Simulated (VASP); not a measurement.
# ZnS (F222) in VASP: further runs

ZnS is run at these levels: r2SCAN; tasks: single point.

Program: VASP 6.6.1. These are calculated values, not measurements. Logs are shortened: lines on timing, memory, paths and dates and some standing lists are left out, and cuts for length are marked.

**1. The cell of the first run**

The structure is orthorhombic, space group F222 (No. 22). Conventional cell: a = 5.193 Å, b = 5.409 Å, c = 5.626 Å, α = 90.00°, β = 90.00°, γ = 90.00°. Zn (site symmetry 222) has 4 S at 2.34 Å within 3.1 Å. Within 3.1 Å of S (site symmetry 222) lie 4 Zn at 2.34 Å.

**2. Single point, r2SCAN (strain -0.0400 x Voigt [1, -1, 0, 0, 0, 0])**

Contents of POSCAR:

```
ZnS
1.0
    0.0000000000      2.8128360000      2.7046500000
    2.5964640000      0.0000000000      2.7046500000
    2.5964640000      2.8128360000      0.0000000000
Zn S
1 1
Direct
    0.0000000000      0.0000000000      0.0000000000
    0.7500000000      0.7500000000      0.7500000000
```

Contents of INCAR.step1:

```
PREC = Accurate ; ENCUT = 520
ISMEAR = 0 ; SIGMA = 0.05
LREAL = False ; LASPH = True
NELM = 80 ; NBANDS = 16
GGA = PE ; ALGO = Normal
EDIFF = 1E-4 ; LWAVE = True
LCHARG = False
```

Contents of INCAR.step2:

```
PREC = Accurate ; ENCUT = 520
EDIFF = 1E-7 ; ISMEAR = 0
SIGMA = 0.05 ; LREAL = False
LASPH = True ; NELM = 80
ALGO = Normal ; ISIF = 2
LWAVE = False ; LCHARG = False
METAGGA = R2SCAN ; LMIXTAU = True
NBANDS = 16 ; ISTART = 1
```

Contents of KPOINTS:

```
regular mesh
0
Gamma
  8 8 8
```

Potentials or basis: VASP PAW PBE potentials, release 64 (Zn, S).

Run with:

```console
$ cat potpaw_PBE.64/Zn/POTCAR potpaw_PBE.64/S/POTCAR > POTCAR
$ cp INCAR.step1 INCAR
$ mpirun -np 1 vasp_std > vasp.out
$ cp INCAR.step2 INCAR
$ mpirun -np 1 vasp_std > vasp.out
```

OUTCAR:

```text
PREC = Accurate
   ENCUT = 520
   EDIFF = 1E-7
   ISMEAR = 0
   LREAL = False
   LASPH = True
   NELM = 80
   ISIF = 2
   METAGGA = R2SCAN
   ISTART = 1

 ion  position               nearest neighbor table
   1  0.000  0.000  0.000-   2 2.34   2 2.34   2 2.34   2 2.34
   2  0.750  0.750  0.750-   1 2.34   1 2.34   1 2.34   1 2.34

  LATTYP: Found a face centered orthorhombic cell.
 ALAT       =     5.1929280000
 B/A-ratio  =     1.0416666667
 C/A-ratio  =     1.0833333333

  Lattice vectors:

 A1 = (   0.0000000000,   2.8128360000,  -2.7046500000)
 A2 = (   2.5964640000,   2.8128360000,   0.0000000000)
 A3 = (   2.5964640000,   0.0000000000,  -2.7046500000)

Analysis of symmetry for initial positions (statically):
=====================================================================
 Subroutine PRICEL returns:
 Original cell was already a primitive cell.

 Routine SETGRP: Setting up the symmetry group for a
 face centered orthorhombic supercell.

 Subroutine GETGRP returns: Found  4 space group operations
 (whereof  4 operations were pure point group operations)
 out of a pool of  8 trial point group operations.

The static configuration has the point symmetry D_2 .

Analysis of symmetry for dynamics (positions and initial velocities):
=====================================================================
 Subroutine PRICEL returns:
 Original cell was already a primitive cell.

 Routine SETGRP: Setting up the symmetry group for a
 face centered orthorhombic supercell.

 Subroutine GETGRP returns: Found  4 space group operations
 (whereof  4 operations were pure point group operations)
 out of a pool of  8 trial point group operations.

The dynamic configuration has the point symmetry D_2 .

 Subroutine INISYM returns: Found  4 space group operations
 (whereof  4 operations are pure point group operations),
 and found     1 'primitive' translations

----------------------------------------------------------------------------------------

                                     Primitive cell

  volume of cell :      39.5064

  direct lattice vectors                    reciprocal lattice vectors
     0.000000000  2.812836000  2.704650000    -0.192569587  0.177756542  0.184866803
     2.596464000  0.000000000  2.704650000     0.192569587 -0.177756542  0.184866803
[... 84 lines left out ...]
   NELM   =     80;   NELMIN=  2; NELMDL=  0     # of ELM steps
   EDIFF  = 0.1E-06   stopping-criterion for ELM
   LREAL  =      F    real-space projection
   EDIFFG = 0.1E-05   stopping-criterion for IOM
   NSW    =      0    number of steps for IOM
   IBRION =     -1    ionic relax: 0-MD 1-quasi-New 2-CG
   NFREE  =      0    steps in history (QN), initial steepest desc. (CG)
   ISIF   =      2    stress and relaxation
   ISYM   =      2    0-nonsym 1-usesym 2-fastsym
   POTIM  = 0.5000    time-step for ionic-motion
   TEBEG  =    0.0;   TEEND  =   0.0 temperature during run
   PSTRESS=    0.0 pullay stress
   NELECT =      18.0000    total number of electrons
   NUPDOWN=      -1.0000    fix difference up-down
   EMIN   =  10.00;   EMAX   =-10.00  energy-range for DOS
   EFERMI =   0.00;   METHOD = LEGACY
   ISMEAR =     0;   SIGMA  =   0.05  broadening in eV -4-tet -1-fermi 0-gaus
   EFERMI_NEDOS =   21; number of points for ismear=-14 and -15
   IALGO  =     38    algorithm
   IMIX   =      4    mixing-type and parameters
     AMIX     =   0.40;   BMIX     =  1.00
     AMIX_MAG =   1.60;   BMIX_MAG =  1.00
  volume/ion in A,a.u.               =      19.75       133.30
  Fermi-wavevector in a.u.,A,eV,Ry     =   1.259727  2.380539 21.591247  1.586912
  Thomas-Fermi vector in A             =   2.393272
   LORBIT       =      0    0 simple, 1 ext, 2 COOP (PROOUT), +10 PAW based schemes
   METAGGA = R2SCAN    functional components
   LHFCALC =     F    Hartree Fock is set to
   AEXX    =    0.0000 exact exchange contribution
   IVDW    =     0    specifies the selected vdW correction
   LEPSILON=     F    determine dielectric tensor
   LRPA    =     F    only Hartree local field effects (RPA)
 non-spin polarized calculation
 Gauss-broadening in eV      SIGMA  =   0.05
  energy-cutoff  :      520.00
  volume of cell :       39.51
 maximum number of plane-waves:      1078
 NGX is ok and might be reduce to    30
   NGX = 15   NGY = 13   NGZ = 15

 number of electron      18.0000008 magnetization

 Free energy of the ion-electron system (eV)
  ---------------------------------------------------
  ext. energy  EPLUGINS =         0.00000000
  ---------------------------------------------------
  free energy    TOTEN  =       -18.84830059 eV

  energy without entropy =      -18.84830059  energy(sigma->0) =      -18.84830059

 E-fermi :   2.1413     XC(G=0): -10.2802

 val. band max:        1.9453933115   @ k =   0.0000   0.0000   0.0000
 cond. band min:       4.4662430985   @ k =   0.0000   0.0000   0.0000
 fundamental gap:      2.5208497870
 Fermi energy:         2.1413406324

 k-point     1 :       0.0000    0.0000    0.0000
  band No.  band energies     occupation
      1     -11.8372      2.00000
      2      -4.6949      2.00000
      3      -4.6676      2.00000
      4      -4.6481      2.00000
      5      -4.1428      2.00000
      6      -4.1258      2.00000
[... 433 lines left out ...]
      3      -4.5163      2.00000
      4      -4.4501      2.00000
      5      -4.1428      2.00000
      6      -4.1059      2.00000
[... 8 lines left out ...]
     15      14.9851      0.00000
     16      15.6401      0.00000

 [... further k-points ...]

------------------------ aborting loop because EDIFF is reached ----------------------------------------

  FORCE on cell =-STRESS in cart. coord.  units (eV):
  Direction    XX          YY          ZZ          XY          YZ          ZX
  --------------------------------------------------------------------------------------
  -------------------------------------------------------------------------------------
  Total        0.2086272     -0.6611058     -0.1331383      0.0000000      0.0000000      0.0000000
  in kB        8.4608447    -26.8110449     -5.3994028      0.0000000      0.0000000      0.0000000
  external PRESSURE =      -7.9165343 kB  Pullay stress =       0.0000000 kB

 VOLUME and BASIS-vectors are now :
 -----------------------------------------------------------------------------
  energy-cutoff  :      520.00
  volume of cell :       39.51
      direct lattice vectors                 reciprocal lattice vectors
     0.000000000  2.812836000  2.704650000    -0.192569587  0.177756542  0.184866803
     2.596464000  0.000000000  2.704650000     0.192569587 -0.177756542  0.184866803
     2.596464000  2.812836000  0.000000000     0.192569587  0.177756542 -0.184866803

 POSITION                                       TOTAL-FORCE (eV/Angst)
 -----------------------------------------------------------------------------------
      0.00000      0.00000      0.00000         0.000000      0.000000     -0.000000
      3.89470      4.21925      4.05697        -0.000000     -0.000000      0.000000
 -----------------------------------------------------------------------------------
    total drift:                               -0.000203     -0.000406     -0.000599

  FREE ENERGIE OF THE ION-ELECTRON SYSTEM (eV)
  ---------------------------------------------------
  free  energy   TOTEN  =       -18.8483005904 eV

  energy  without entropy=      -18.8483005904  energy(sigma->0) =      -18.84830059
```

Run time: 3.5 min. Hardware: 1 thread of Intel Xeon Platinum 8488C (Sapphire Rapids), shared host; peak memory 0.2 GiB.

Results:

```yaml
Free_energy: -18.8483 eV
Pressure: -0.8 GPa
Band_gap_on_the_k_mesh: 2.52 eV, direct
```

Levels at points of the mesh, in eV from the valence-band top:
```tsv
k point	band 5	band 6	band 7	band 8	band 9	band 10	band 11	band 12	band 13	band 14
(0.00, 0.00, 0.00)	-6.09	-6.07	-0.29	-0.11	0.00	2.52	6.81	6.81	6.81	11.50
(0.50, 0.00, 0.00)	-6.04	-5.89	-5.48	-1.20	-0.82	3.61	7.02	7.64	9.31	12.65
(0.50, 0.50, 0.00)	-6.01	-5.87	-4.72	-2.47	-2.29	3.61	4.38	11.55	12.12	12.63
(0.50, 0.00, 0.50)	-6.01	-5.93	-4.96	-2.22	-2.13	3.84	4.76	11.13	12.54	12.83
(0.00, 0.50, 0.50)	-6.00	-5.80	-4.48	-2.65	-2.56	3.41	3.95	12.06	12.35	12.66
```

Caveat: the cell differs from its parent crystal (strain -0.0400 x Voigt [1, -1, 0, 0, 0, 0]); the PAW data sets were made with another functional, which shifts forces and pressure a little.

(Continued in part 2 of 2.)
